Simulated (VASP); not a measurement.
A run of VASP 6.6.1 is set up as follows.

The input INCAR:

```
PREC = Accurate
ENCUT = 520
EDIFF = 1E-7
ISMEAR = 0
SIGMA = 0.1
LREAL = False
LASPH = True
NELM = 100
ALGO = Fast
ISIF = 2
LWAVE = False
LCHARG = False
GGA = PS
NBANDS = 22
```

The input KPOINTS:

```
regular mesh
0
Gamma
  24 24 12
```

Contents of POSCAR:

```
Rh
1.0
    2.7962855282      0.0000000000      0.0000000000
   -1.3981427641      2.4216543037      0.0000000000
    0.0000000000      0.0000000000      4.5021810539
Rh
2
Direct
    0.6666666667      0.3333333333      0.7500000000
    0.3333333333      0.6666666667      0.2500000000
```

Potentials or basis: VASP PAW PBE potentials, release 64 (Rh_pv).

Run with:

```bash
$ cat potpaw_PBE.64/Rh_pv/POTCAR > POTCAR
$ mpirun -np 1 vasp_std > vasp.out
```

What does it give for the pressure?

-25.4 GPa.

What does it give for the band gap on the k mesh?

Zero (bands 15 and 16 overlap by 2.05 eV).

Stress tensor (GPa, compression positive):
```
-25.31   0.00   0.00
  0.00 -25.31   0.00
  0.00   0.00 -25.59
```

Caveat: the cell differs from its parent crystal (equal strain along all axes, cell held: +4.0 %); the cell stands under tension; the PAW data sets were made with another functional, which shifts forces and pressure a little.
